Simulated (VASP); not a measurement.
# CdSe (R3m) in VASP: notebook, part 2 of 2

VASP 6.6.1.

**4. Single point, PBEsol (32.63 Å³/atom)**

This run uses another cell than the first one, of 32.63 Å³/atom.

File INCAR:

```
SYSTEM = CdSe
PREC     = Accurate       ! precision mode
ENCUT    = 520            ! plane-wave cutoff, eV
EDIFF    = 1E-7           ! SCF threshold, eV
ISMEAR   = 0              ! smearing method
SIGMA    = 0.05           ! smearing width, eV
LREAL    = .FALSE.        ! projectors in reciprocal space
LASPH    = .TRUE.         ! aspherical terms in the spheres
NELM     = 80             ! most SCF steps
ALGO     = Normal         ! electronic algorithm
ISIF     = 2              ! what is computed and relaxed
LWAVE    = .FALSE.        ! write WAVECAR
LCHARG   = .FALSE.        ! write CHGCAR
GGA      = PS             ! functional
NBANDS   = 16             ! bands
```

File KPOINTS:

```
regular mesh
0
G
  10 10 10
  0 0 0
```

File POSCAR:

```
CdSe
1.0
    0.0000000000      3.0696288337      3.0696288337
    3.0696288337      0.0000000000      3.0696288337
    3.3319797781      3.3319797781     -0.2623509443
Cd Se
1 1
Direct
    0.0000000000      0.0000000000      0.0000000000
    0.7500000000      0.7500000000      0.7500000000
```

Potentials or basis: VASP PAW PBE potentials, release 64 (Cd, Se).

The run is started by

```
cat potpaw_PBE.64/Cd/POTCAR potpaw_PBE.64/Se/POTCAR > POTCAR
mpirun -np 1 vasp_std > vasp.out
```

OUTCAR:

```text
SYSTEM = CdSe
   PREC = Accurate
   ENCUT = 520
   EDIFF = 1E-7
   ISMEAR = 0
   LREAL = .FALSE.
   LASPH = .TRUE.
   NELM = 80
   ISIF = 2
   GGA = PS

 ion  position               nearest neighbor table
   1  0.000  0.000  0.000-   2 2.70   2 2.70   2 2.70   2 3.00
   2  0.750  0.750  0.750-   1 2.70   1 2.70   1 2.70   1 3.00

  LATTYP: Found a trigonal (rhomboedric) cell.
 ALAT       =     4.7194286202
 COS(alpha) =     0.5769488427

  Lattice vectors:

 A1 = (   3.3319797781,   0.2623509444,  -3.3319797780)
 A2 = (   0.2623509444,   3.3319797781,  -3.3319797780)
 A3 = (   3.3319797781,   3.3319797781,  -0.2623509443)

Analysis of symmetry for initial positions (statically):
=====================================================================
 Subroutine PRICEL returns:
 Original cell was already a primitive cell.

 Routine SETGRP: Setting up the symmetry group for a
 trigonal (rhombohedral) supercell.

 Subroutine GETGRP returns: Found  6 space group operations
 (whereof  6 operations were pure point group operations)
 out of a pool of 12 trial point group operations.

The static configuration has the point symmetry C_3v.

Analysis of symmetry for dynamics (positions and initial velocities):
=====================================================================
 Subroutine PRICEL returns:
 Original cell was already a primitive cell.

 Routine SETGRP: Setting up the symmetry group for a
 trigonal (rhombohedral) supercell.

 Subroutine GETGRP returns: Found  6 space group operations
 (whereof  6 operations were pure point group operations)
 out of a pool of 12 trial point group operations.

The dynamic configuration has the point symmetry C_3v.

 Subroutine INISYM returns: Found  6 space group operations
 (whereof  6 operations are pure point group operations),
 and found     1 'primitive' translations

----------------------------------------------------------------------------------------

                                     Primitive cell

  volume of cell :      65.2640

  direct lattice vectors                    reciprocal lattice vectors
     0.000000000  3.069628834  3.069628834    -0.156716432  0.169055854  0.156716432
     3.069628834  0.000000000  3.069628834     0.169055854 -0.156716432  0.156716432
     3.331979778  3.331979778 -0.262350944     0.144377010  0.144377010 -0.144377010

  length of vectors
     4.341110728  4.341110728  4.719428620     0.278747128  0.278747128  0.250068317

  position of ions in fractional coordinates (direct lattice)
     0.000000000  0.000000000  0.000000000
     0.750000000  0.750000000  0.750000000

  ion indices of the primitive-cell ions
   primitive index   ion index
                 1           1
                 2           2

----------------------------------------------------------------------------------------

 KPOINTS: regular mesh

Automatic generation of k-mesh.
 Grid dimensions read from file:
 generate k-points for:   10   10   10

 Generating k-lattice:

  Cartesian coordinates                     Fractional coordinates (reciprocal lattice)
    -0.015671643  0.016905585  0.015671643     0.100000000  0.000000000  0.000000000
     0.016905585 -0.015671643  0.015671643     0.000000000  0.100000000  0.000000000
     0.014437701  0.014437701 -0.014437701     0.000000000  0.000000000  0.100000000

  Length of vectors
     0.027874713  0.027874713  0.025006832

  Shift w.r.t. Gamma in fractional coordinates (k-lattice)
     0.000000000  0.000000000  0.000000000

 Subroutine IBZKPT returns following result:
 ===========================================

 Found    116 irreducible k-points:

 Following reciprocal coordinates:
            Coordinates               Weight
  0.000000  0.000000  0.000000      1.000000
  0.100000  0.000000  0.000000      6.000000
  0.200000  0.000000  0.000000      6.000000
  0.300000  0.000000  0.000000      6.000000
  0.400000  0.000000  0.000000      6.000000
  0.500000  0.000000 -0.000000      3.000000
[... 16 lines left out ...]
  0.300000  0.300000  0.000000      6.000000
  0.400000  0.300000  0.000000     12.000000
 [... further k-points ...]
   k-points           NKPTS =    116   k-points in BZ     NKDIM =    116   number of bands    NBANDS=     16
   number of dos      NEDOS =    301   number of ions     NIONS =      2
   total plane-waves  NPLWV =  36864
   dimension x,y,z NGX =    32 NGY =   32 NGZ =   36
   dimension x,y,z NGXF=    64 NGYF=   64 NGZF=   72
   ions per type =               1   1
   NGX,Y,Z   is equivalent  to a cutoff of  12.25, 12.25, 12.68 a.u.
   NGXF,Y,Z  is equivalent  to a cutoff of  24.51, 24.51, 25.36 a.u.
 SYSTEM =  CdSe
   PREC   = accura    normal or accurate (medium, high low for compatibility)
   ISTART =      0    job   : 0-new  1-cont  2-samecut
   ICHARG =      2    charge: 1-file 2-atom 10-const
   ISPIN  =      1    spin polarized calculation?
   LNONCOLLINEAR =      F non collinear calculations
   LSORBIT =      F    spin-orbit coupling
   LASPH  =      T    aspherical Exc in radial PAW
   ENCUT  =  520.0 eV  38.22 Ry    6.18 a.u.   8.07  8.07  8.78*2*pi/ulx,y,z
   NELM   =     80;   NELMIN=  2; NELMDL= -5     # of ELM steps
   EDIFF  = 0.1E-06   stopping-criterion for ELM
   LREAL  =      F    real-space projection
   EDIFFG = 0.1E-05   stopping-criterion for IOM
   NSW    =      0    number of steps for IOM
   IBRION =     -1    ionic relax: 0-MD 1-quasi-New 2-CG
   NFREE  =      0    steps in history (QN), initial steepest desc. (CG)
   ISIF   =      2    stress and relaxation
   ISYM   =      2    0-nonsym 1-usesym 2-fastsym
   POTIM  = 0.5000    time-step for ionic-motion
   TEBEG  =    0.0;   TEEND  =   0.0 temperature during run
   PSTRESS=    0.0 pullay stress
   NELECT =      18.0000    total number of electrons
   NUPDOWN=      -1.0000    fix difference up-down
   EMIN   =  10.00;   EMAX   =-10.00  energy-range for DOS
   EFERMI =   0.00;   METHOD = LEGACY
   ISMEAR =     0;   SIGMA  =   0.05  broadening in eV -4-tet -1-fermi 0-gaus
   EFERMI_NEDOS =   21; number of points for ismear=-14 and -15
   IALGO  =     38    algorithm
   IMIX   =      4    mixing-type and parameters
     AMIX     =   0.40;   BMIX     =  1.00
     AMIX_MAG =   1.60;   BMIX_MAG =  1.00
  volume/ion in A,a.u.               =      32.63       220.21
  Fermi-wavevector in a.u.,A,eV,Ry     =   1.065633  2.013755 15.450426  1.135574
  Thomas-Fermi vector in A             =   2.201191
   LORBIT       =      0    0 simple, 1 ext, 2 COOP (PROOUT), +10 PAW based schemes
   GGA     = PS    functional components
   LHFCALC =     F    Hartree Fock is set to
   AEXX    =    0.0000 exact exchange contribution
   IVDW    =     0    specifies the selected vdW correction
   LEPSILON=     F    determine dielectric tensor
   LRPA    =     F    only Hartree local field effects (RPA)
 non-spin polarized calculation
 Gauss-broadening in eV      SIGMA  =   0.05
  energy-cutoff  :      520.00
  volume of cell :       65.26
 maximum number of plane-waves:      1778
   NGX = 17   NGY = 17   NGZ = 17

 number of electron      18.0000000 magnetization

 Free energy of the ion-electron system (eV)
  ---------------------------------------------------
  ext. energy  EPLUGINS =         0.00000000
  ---------------------------------------------------
  free energy    TOTEN  =        -5.93244193 eV

  energy without entropy =       -5.93244174  energy(sigma->0) =       -5.93244184

 E-fermi :  -0.0027     XC(G=0):  -8.4312

 val. band max:       -0.1287577635   @ k =   0.0000   0.0000   0.0000
 cond. band min:       0.1165224740   @ k =   0.0000   0.0000   0.0000
 fundamental gap:      0.2452802375
 Fermi energy:        -0.0027431751

 k-point     1 :       0.0000    0.0000    0.0000
  band No.  band energies     occupation
      1     -12.1795      2.00000
      2      -7.8155      2.00000
      3      -7.8155      2.00000
      4      -7.7403      2.00000
      5      -7.5421      2.00000
      6      -7.5421      2.00000
[... 8 lines left out ...]
     15      10.5556      0.00000
     16      10.5556      0.00000
[... 419 lines left out ...]
 k-point    24 :       0.4000    0.3000    0.0000
  band No.  band energies     occupation
      1     -11.8950      2.00000
      2      -7.7062      2.00000
      3      -7.6346      2.00000
      4      -7.6159      2.00000
      5      -7.5129      2.00000
      6      -7.4099      2.00000
[... 8 lines left out ...]
     15      11.2963      0.00000
     16      12.2323      0.00000

 [... further k-points ...]
[... 5 lines left out ...]
  --------------------------------------------------------------------------------------
  -------------------------------------------------------------------------------------
  Total       -1.8287105     -1.8287105     -1.8287105     -0.6351299      0.6351299      0.6351299
  in kB      -44.8933325    -44.8933325    -44.8933325    -15.5919150     15.5919150     15.5919150
  external PRESSURE =     -44.8933325 kB  Pullay stress =       0.0000000 kB

 VOLUME and BASIS-vectors are now :
 -----------------------------------------------------------------------------
  energy-cutoff  :      520.00
  volume of cell :       65.26
      direct lattice vectors                 reciprocal lattice vectors
     0.000000000  3.069628834  3.069628834    -0.156716432  0.169055854  0.156716432
     3.069628834  0.000000000  3.069628834     0.169055854 -0.156716432  0.156716432
     3.331979778  3.331979778 -0.262350944     0.144377010  0.144377010 -0.144377010

 POSITION                                       TOTAL-FORCE (eV/Angst)
 -----------------------------------------------------------------------------------
      0.00000      0.00000      0.00000         0.026018      0.026018     -0.026018
      4.80121      4.80121      4.40768        -0.026018     -0.026018      0.026018
 -----------------------------------------------------------------------------------
    total drift:                               -0.000070     -0.000070      0.000067

  FREE ENERGIE OF THE ION-ELECTRON SYSTEM (eV)
  ---------------------------------------------------
  free  energy   TOTEN  =        -5.9324419332 eV

  energy  without entropy=       -5.9324417372  energy(sigma->0) =       -5.93244184
```

Wall time 1.9 min (1 thread of Intel Xeon 8259CL, shared host); peak memory 0.27 GiB.

Results:

| Property | Result |
| --- | --- |
| Free energy | -5.9324 eV |
| Pressure | -4.5 GPa |
| Largest force | 0.045 eV/Å |
| Band gap on the k mesh | 0.25 eV |

Forces on the atoms (eV/Å):
```
Cd   0.026  0.026 -0.026
Se  -0.026 -0.026  0.026
```

Caveat: the cell stands under tension; the PAW data sets were made with another functional, which shifts forces and pressure a little.

**5. The runs side by side**

```csv
cell,gap on the mesh (eV),pressure (GPa),largest force (eV/Å)
"a = 4.570, b = 4.570, c = 4.338 Å, angles 58.2, 58.2, 60.0°, 2 atoms",0.40,-3.5,0.45
"a = 4.705, b = 4.705, c = 4.356 Å, angles 57.3, 57.3, 60.0°, 2 atoms",0.44,-4.3,0.61
"a = 4.341, b = 4.341, c = 4.719 Å, angles 62.6, 62.6, 60.0°, 2 atoms",0.25,-4.5,0.05
```

Alike in all rows: task single point; level PBEsol; potentials or basis VASP PAW PBE potentials, release 64 (Cd, Se); no spin polarisation; k mesh 10 × 10 × 10; cutoff (eV) 520; smearing gaussian 0.05 eV.

Caveats: the cell stands under tension; the PAW data sets were made with another functional, which shifts forces and pressure a little.

Total energies depend on the potentials used, so only differences within one code and one set of settings carry meaning.
